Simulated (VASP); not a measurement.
# Mo4C in VASP: a series of runs

The runs below take Mo4C through single point, with LDA.

Program: VASP 6.6.1. These are calculated values, not measurements. Logs are shortened: lines on timing, memory, paths and dates and some standing lists are left out, and cuts for length are marked.

### 1 The cell of the first run

The cell holds a slab with vacuum, 5 atoms: a = 3.111 Å, b = 3.111 Å, c = 21.510 Å, α = 90.00°, β = 90.00°, γ = 90.00°.

### 2 Single point, LDA

INCAR reads:

```
PREC = Accurate
ENCUT = 520
EDIFF = 1E-6
ISMEAR = 0
SIGMA = 0.1
LREAL = False
LASPH = True
NELM = 100
ALGO = Normal
ISIF = 2
LWAVE = False
LCHARG = False
LDIPOL = True
IDIPOL = 3
DIPOL = 0.5 0.5 0.351
GGA = CA
NBANDS = 38
```

KPOINTS reads:

```
Automatic mesh
0
Gamma
  9 9 1
```

POSCAR reads:

```
Mo4C
1.0
    3.1111816891      0.0000000000      0.0000000000
    0.0000000000      3.1111816891      0.0000000000
    0.0000000000      0.0000000000     21.5098172784
Mo C
4 1
Direct
    0.5000000000      0.5000000000      0.1859615983
    0.0000000000      0.0000000000      0.2582816382
    0.5000000000      0.5000000000      0.3325055024
    0.0000000000      0.0000000000      0.3956248056
    0.1250000000      0.1250000000      0.5839109238
```

Potentials or basis: VASP PAW LDA potentials, release 64 (Mo_sv, C).

Command:

```bash
$ cat potpaw_LDA.64/Mo_sv/POTCAR potpaw_LDA.64/C/POTCAR > POTCAR
$ mpirun -np 1 vasp_std > vasp.out
```

OUTCAR:

```text
PREC = Accurate
   ENCUT = 520
   EDIFF = 1E-6
   ISMEAR = 0
   LREAL = False
   LASPH = True
   NELM = 100
   ISIF = 2
   GGA = CA

 ion  position               nearest neighbor table
   1  0.500  0.500  0.186-   2 2.69   2 2.69   2 2.69   2 2.69   3 3.15
   2  0.000  0.000  0.258-   1 2.69   1 2.69   1 2.69   1 2.69   3 2.72   3 2.72   3 2.72   3 2.72
                             4 2.95
   3  0.500  0.500  0.333-   4 2.59   4 2.59   4 2.59   4 2.59   2 2.72   2 2.72   2 2.72   2 2.72
                             1 3.15
   4  0.000  0.000  0.396-   3 2.59   3 2.59   3 2.59   3 2.59   2 2.95
   5  0.125  0.125  0.584-

  LATTYP: Found a simple tetragonal cell.
 ALAT       =     3.1111816891
 C/A-ratio  =     6.9137129965

  Lattice vectors:

 A1 = (   3.1111816891,   0.0000000000,   0.0000000000)
 A2 = (   0.0000000000,   3.1111816891,   0.0000000000)
 A3 = (   0.0000000000,   0.0000000000,  21.5098172784)

Analysis of symmetry for initial positions (statically):
=====================================================================
 Subroutine PRICEL returns:
 Original cell was already a primitive cell.

 Routine SETGRP: Setting up the symmetry group for a
 simple tetragonal supercell.

 Subroutine GETGRP returns: Found  2 space group operations
 (whereof  2 operations were pure point group operations)
 out of a pool of 16 trial point group operations.

The static configuration has the point symmetry C_1h.

Analysis of symmetry for dynamics (positions and initial velocities):
=====================================================================
 Subroutine PRICEL returns:
 Original cell was already a primitive cell.

 Routine SETGRP: Setting up the symmetry group for a
 simple tetragonal supercell.

 Subroutine GETGRP returns: Found  2 space group operations
 (whereof  2 operations were pure point group operations)
 out of a pool of 16 trial point group operations.

The dynamic configuration has the point symmetry C_1h.

 Subroutine INISYM returns: Found  2 space group operations
 (whereof  2 operations are pure point group operations),
 and found     1 'primitive' translations

----------------------------------------------------------------------------------------

                                     Primitive cell

  volume of cell :     208.2032

  direct lattice vectors                    reciprocal lattice vectors
     3.111181689  0.000000000  0.000000000     0.321421280  0.000000000  0.000000000
     0.000000000  3.111181689  0.000000000     0.000000000  0.321421280  0.000000000
     0.000000000  0.000000000 21.509817278     0.000000000  0.000000000  0.046490400

  length of vectors
     3.111181689  3.111181689 21.509817278     0.321421280  0.321421280  0.046490400

  position of ions in fractional coordinates (direct lattice)
     0.500000000  0.500000000  0.185961598
     0.000000000  0.000000000  0.258281638
     0.500000000  0.500000000  0.332505502
     0.000000000  0.000000000  0.395624806
     0.125000000  0.125000000  0.583910924

  ion indices of the primitive-cell ions
   primitive index   ion index
                 1           1
                 2           2
                 3           3
                 4           4
                 5           5

----------------------------------------------------------------------------------------

 KPOINTS: Automatic mesh

Automatic generation of k-mesh.
 Grid dimensions read from file:
 generate k-points for:    9    9    1

 Generating k-lattice:

  Cartesian coordinates                     Fractional coordinates (reciprocal lattice)
     0.035713476  0.000000000  0.000000000     0.111111111  0.000000000  0.000000000
     0.000000000  0.035713476  0.000000000     0.000000000  0.111111111  0.000000000
     0.000000000  0.000000000  0.046490400     0.000000000  0.000000000  1.000000000

  Length of vectors
     0.035713476  0.035713476  0.046490400

  Shift w.r.t. Gamma in fractional coordinates (k-lattice)
     0.000000000  0.000000000  0.000000000

 Subroutine IBZKPT returns following result:
 ===========================================

 Found     25 irreducible k-points:

 Following reciprocal coordinates:
            Coordinates               Weight
  0.000000  0.000000  0.000000      1.000000
  0.111111  0.000000  0.000000      4.000000
  0.222222  0.000000  0.000000      4.000000
  0.333333  0.000000  0.000000      4.000000
  0.444444  0.000000  0.000000      4.000000
  0.111111  0.111111  0.000000      2.000000
[... 16 lines left out ...]
 -0.333333  0.444444  0.000000      4.000000
  0.444444  0.444444  0.000000      2.000000
   k-points           NKPTS =     25   k-points in BZ     NKDIM =     25   number of bands    NBANDS=     38
   number of dos      NEDOS =    301   number of ions     NIONS =      5
   total plane-waves  NPLWV =  92160
   dimension x,y,z NGX =    24 NGY =   24 NGZ =  160
   dimension x,y,z NGXF=    48 NGYF=   48 NGZF=  320
   ions per type =               4   1
   NGX,Y,Z   is equivalent  to a cutoff of  12.82, 12.82, 12.37 a.u.
   NGXF,Y,Z  is equivalent  to a cutoff of  25.65, 25.65, 24.73 a.u.
 SYSTEM =  unknown system
   PREC   = accura    normal or accurate (medium, high low for compatibility)
   ISTART =      0    job   : 0-new  1-cont  2-samecut
   ICHARG =      2    charge: 1-file 2-atom 10-const
   ISPIN  =      1    spin polarized calculation?
   LNONCOLLINEAR =      F non collinear calculations
   LSORBIT =      F    spin-orbit coupling
   LASPH  =      T    aspherical Exc in radial PAW
   ENCUT  =  520.0 eV  38.22 Ry    6.18 a.u.   5.78  5.78 39.99*2*pi/ulx,y,z
   NELM   =    100;   NELMIN=  2; NELMDL= -5     # of ELM steps
   EDIFF  = 0.1E-05   stopping-criterion for ELM
   LREAL  =      F    real-space projection
   EDIFFG = 0.1E-04   stopping-criterion for IOM
   NSW    =      0    number of steps for IOM
   IBRION =     -1    ionic relax: 0-MD 1-quasi-New 2-CG
   NFREE  =      0    steps in history (QN), initial steepest desc. (CG)
   ISIF   =      2    stress and relaxation
   ISYM   =      2    0-nonsym 1-usesym 2-fastsym
   POTIM  = 0.5000    time-step for ionic-motion
   TEBEG  =    0.0;   TEEND  =   0.0 temperature during run
   PSTRESS=    0.0 pullay stress
   NELECT =      60.0000    total number of electrons
   NUPDOWN=      -1.0000    fix difference up-down
   EMIN   =  10.00;   EMAX   =-10.00  energy-range for DOS
   EFERMI =   0.00;   METHOD = LEGACY
   ISMEAR =     0;   SIGMA  =   0.10  broadening in eV -4-tet -1-fermi 0-gaus
   EFERMI_NEDOS =   21; number of points for ismear=-14 and -15
   IALGO  =     38    algorithm
   IMIX   =      4    mixing-type and parameters
     AMIX     =   0.40;   BMIX     =  1.00
     AMIX_MAG =   1.60;   BMIX_MAG =  1.00
  volume/ion in A,a.u.               =      41.64       281.00
  Fermi-wavevector in a.u.,A,eV,Ry     =   1.081341  2.043439 15.909276  1.169299
  Thomas-Fermi vector in A             =   2.217355
   LORBIT       =      0    0 simple, 1 ext, 2 COOP (PROOUT), +10 PAW based schemes
   GGA     = CA    functional components
   LHFCALC =     F    Hartree Fock is set to
   AEXX    =    0.0000 exact exchange contribution
   IVDW    =     0    specifies the selected vdW correction
   LEPSILON=     F    determine dielectric tensor
   LRPA    =     F    only Hartree local field effects (RPA)
 non-spin polarized calculation
 Gauss-broadening in eV      SIGMA  =   0.10
  energy-cutoff  :      520.00
  volume of cell :      208.20
 maximum number of plane-waves:      5636
   NGX = 11   NGY = 11   NGZ = 79

 dipolmoment           0.000000      0.000000     -0.004738 electrons x Angstroem

 number of electron      59.9999987 magnetization

 dipolmoment           0.000000      0.000000      0.111325 electrons x Angstroem

 Free energy of the ion-electron system (eV)
  ---------------------------------------------------
  ext. energy  EPLUGINS =         0.00000000
  ---------------------------------------------------
  free energy    TOTEN  =       -45.96253516 eV

  energy without entropy =      -45.92879189  energy(sigma->0) =      -45.94566353

 E-fermi :   0.5542     XC(G=0):  -6.1638

 val. band max:        0.5158863258   @ k =   0.3333   0.0000   0.0000
 cond. band min:       0.5667214341   @ k =  -0.2222   0.3333   0.0000
 fundamental gap:      0.0508351083
 Fermi energy:         0.5541938998

 k-point     1 :       0.0000    0.0000    0.0000
  band No.  band energies     occupation
      1     -60.0230      2.00000
      2     -59.8220      2.00000
      3     -59.5630      2.00000
      4     -59.4446      2.00000
      5     -34.4744      2.00000
      6     -34.4407      2.00000
[... 30 lines left out ...]
     37       2.3202      0.00000
     38       2.3206      0.00000

 k-point     2 :       0.1111    0.0000    0.0000
  band No.  band energies     occupation
      1     -60.0067      2.00000
      2     -59.8144      2.00000
      3     -59.5659      2.00000
      4     -59.4547      2.00000
      5     -34.5601      2.00000
      6     -34.4835      2.00000
[... 30 lines left out ...]
     37       2.1958      0.00000
     38       2.3538      0.00000

 k-point     3 :       0.2222    0.0000    0.0000
  band No.  band energies     occupation
      1     -59.9613      2.00000
      2     -59.7947      2.00000
      3     -59.5748      2.00000
      4     -59.4832      2.00000
      5     -34.7032      2.00000
      6     -34.6028      2.00000
[... 30 lines left out ...]
     37       2.4389      0.00000
[... 781 lines left out ...]
 k-point    23 :      -0.3333    0.4444    0.0000
  band No.  band energies     occupation
      1     -59.8094      2.00000
      2     -59.7523      2.00000
      3     -59.5830      2.00000
      4     -59.5396      2.00000
      5     -34.8606      2.00000
      6     -34.7972      2.00000
[... 30 lines left out ...]
     37       2.7688      0.00000
     38       2.9795      0.00000

 k-point    24 :       0.4444    0.4444    0.0000
  band No.  band energies     occupation
      1     -59.8010      2.00000
      2     -59.7472      2.00000
      3     -59.5781      2.00000
      4     -59.5353      2.00000
      5     -34.9088      2.00000
      6     -34.8944      2.00000
[... 30 lines left out ...]
     37       3.1193      0.00000
     38       3.2488      0.00000

 [... further k-points ...]

------------------------ aborting loop because EDIFF is reached ----------------------------------------

 vacuum level on the upper side and lower side of the slab       (xc-potential included)         0.706        -1.351

  FORCE on cell =-STRESS in cart. coord.  units (eV):
  Direction    XX          YY          ZZ          XY          YZ          ZX
  --------------------------------------------------------------------------------------
  -------------------------------------------------------------------------------------
  Total       -8.9689662     -8.9689662     -3.6780929     -0.0010418     -0.0003845     -0.0003845
  in kB      -69.0184976    -69.0184976    -28.3038691     -0.0080172     -0.0029589     -0.0029586
  external PRESSURE =     -55.4469547 kB  Pullay stress =       0.0000000 kB

 VOLUME and BASIS-vectors are now :
 -----------------------------------------------------------------------------
  energy-cutoff  :      520.00
  volume of cell :      208.20
      direct lattice vectors                 reciprocal lattice vectors
     3.111181689  0.000000000  0.000000000     0.321421280  0.000000000  0.000000000
     0.000000000  3.111181689  0.000000000     0.000000000  0.321421280  0.000000000
     0.000000000  0.000000000 21.509817278     0.000000000  0.000000000  0.046490400

 POSITION                                       TOTAL-FORCE (eV/Angst)
 -----------------------------------------------------------------------------------
      1.55559      1.55559      4.00000         0.012016      0.012016      1.702353
      0.00000      0.00000      5.55559        -0.006805     -0.006805     -1.777842
      1.55559      1.55559      7.15213        -0.012905     -0.012905     -0.195825
      0.00000      0.00000      8.50982         0.003727      0.003727      0.638359
      0.38890      0.38890     12.55982         0.003968      0.003968     -0.367046
 -----------------------------------------------------------------------------------
    total drift:                               -0.000027     -0.000027     -0.000835

  FREE ENERGIE OF THE ION-ELECTRON SYSTEM (eV)
  ---------------------------------------------------
  free  energy   TOTEN  =       -45.9625351646 eV

  energy  without entropy=      -45.9287918876  energy(sigma->0) =      -45.94566353

 vacuum level on the upper side and lower side of the slab         6.530         4.439
```

It took 9.1 min on 1 thread of AMD EPYC 7R13, shared host; peak memory 0.3 GiB.

Results:

| Property | Result |
| --- | --- |
| Free energy | -45.9625 eV |
| Largest force | 1.778 eV/Å |
| Band gap on the k mesh | zero (bands 30 and 31 overlap by 0.96 eV) |

Forces on the atoms (eV/Å):
```
Mo   0.012  0.012  1.702
Mo  -0.007 -0.007 -1.778
Mo  -0.013 -0.013 -0.196
Mo   0.004  0.004  0.638
C    0.004  0.004 -0.367
```

Levels at points of the mesh, in eV from the Fermi level:
| k point | band 27 | band 28 | band 29 | band 30 | band 31 | band 32 | band 33 | band 34 |
| --- | --- | --- | --- | --- | --- | --- | --- | --- |
| (0.00, 0.00, 0.00) | -0.80 | -0.79 | -0.30 | -0.30 | -0.07 | 0.53 | 0.93 | 1.05 |

### 3 Single point, LDA

INCAR reads:

```
SYSTEM = Mo4C
ALGO = Normal
DIPOL = 0.5 0.5 0.332
EDIFF = 1E-6
ENCUT = 520
GGA = CA
IDIPOL = 3
ISIF = 2
ISMEAR = 0
LASPH = .TRUE.
LCHARG = .FALSE.
LDIPOL = .TRUE.
LREAL = .FALSE.
LWAVE = .FALSE.
NBANDS = 38
NELM = 60
PREC = Accurate
SIGMA = 0.1
```

KPOINTS reads:

```
k-points
0
G
  9 9 1
  0 0 0
```

Changes to POSCAR since step 2:

```diff
@@ -12,2 +12,2 @@
     0.0000000000      0.0000000000      0.3956248056
-    0.1250000000      0.1250000000      0.5839109238
+    0.3750000000      0.3750000000      0.4872108927
```

Potentials or basis: VASP PAW LDA potentials, release 64 (Mo_sv, C).

Command:

```bash
$ cat potpaw_LDA.64/Mo_sv/POTCAR potpaw_LDA.64/C/POTCAR > POTCAR
$ mpirun -np 1 vasp_std > vasp.out
```

Run time: 9 min. Hardware: 1 thread of AMD EPYC 7R13, shared host; peak memory 0.3 GiB.

Results (log left out):

```yaml
Free_energy: -49.1835 eV
Largest_force: 4.072 eV/Å
Band_gap_on_the_k_mesh: zero (bands 30 and 31 overlap by 1.35 eV)
```

Forces in eV/Å, atoms in the order of the input:
```
Mo  -0.006 -0.006  1.804
Mo   0.109  0.109 -1.796
Mo  -0.298 -0.298 -0.589
Mo   0.554  0.554  3.996
C   -0.358 -0.358 -3.415
```

Levels at points of the mesh, in eV from the Fermi level:
| k point | band 26 | band 27 | band 28 | band 29 | band 30 | band 31 | band 32 | band 33 | band 34 | band 35 |
| --- | --- | --- | --- | --- | --- | --- | --- | --- | --- | --- |
| (0.00, 0.00, 0.00) | -0.98 | -0.85 | -0.54 | -0.36 | -0.12 | 0.06 | 0.48 | 0.89 | 0.91 | 1.23 |

### 4 Single point, LDA

INCAR reads:

```
SYSTEM = Mo4C
ALGO     = Normal         ! electronic algorithm
DIPOL    = 0.5 0.5 0.340
EDIFF    = 1E-6           ! SCF threshold, eV
ENCUT    = 520            ! plane-wave cutoff, eV
GGA      = CA             ! functional
IDIPOL   = 3            
ISIF     = 2              ! what is computed and relaxed
ISMEAR   = 0              ! smearing method
LASPH    = .True.         ! aspherical terms in the spheres
LCHARG   = .False.        ! write CHGCAR
LDIPOL   = .True.       
LREAL    = .False.        ! projectors in reciprocal space
LWAVE    = .False.        ! write WAVECAR
NBANDS   = 38             ! bands
NELM     = 100            ! most SCF steps
PREC     = Accurate       ! precision mode
SIGMA    = 0.1            ! smearing width, eV
```

KPOINTS reads:

```
k-points
0
Gamma
  9 9 1
  0 0 0
```

Changes to POSCAR since step 3:

```diff
@@ -12,2 +12,2 @@
     0.0000000000      0.0000000000      0.3956248056
-    0.3750000000      0.3750000000      0.4872108927
+    0.3750000000      0.3750000000      0.5281224443
```

Command:

```bash
$ cat potpaw_LDA.64/Mo_sv/POTCAR potpaw_LDA.64/C/POTCAR > POTCAR
$ mpirun -np 1 vasp_std > vasp.out
```

Run time: 8.2 min. Hardware: 1 thread of AMD EPYC 7R13, shared host; peak memory 0.3 GiB.

Results (log left out):

* Free energy: -47.0176 eV
* Largest force: 2.010 eV/Å
* Band gap on the k mesh: zero (bands 30 and 31 overlap by 1.06 eV)

Forces in eV/Å, atoms in the order of the input:
```
Mo   0.017  0.017  1.716
Mo   0.015  0.015 -1.789
Mo  -0.089 -0.089 -0.318
Mo   0.132  0.132  2.002
C   -0.075 -0.075 -1.611
```

Levels at points of the mesh, in eV from the Fermi level:
| k point | band 27 | band 28 | band 29 | band 30 | band 31 | band 32 | band 33 | band 34 |
| --- | --- | --- | --- | --- | --- | --- | --- | --- |
| (0.00, 0.00, 0.00) | -0.84 | -0.79 | -0.31 | -0.31 | -0.06 | 0.52 | 1.04 | 1.04 |

(Continued in part 2 of 2.)
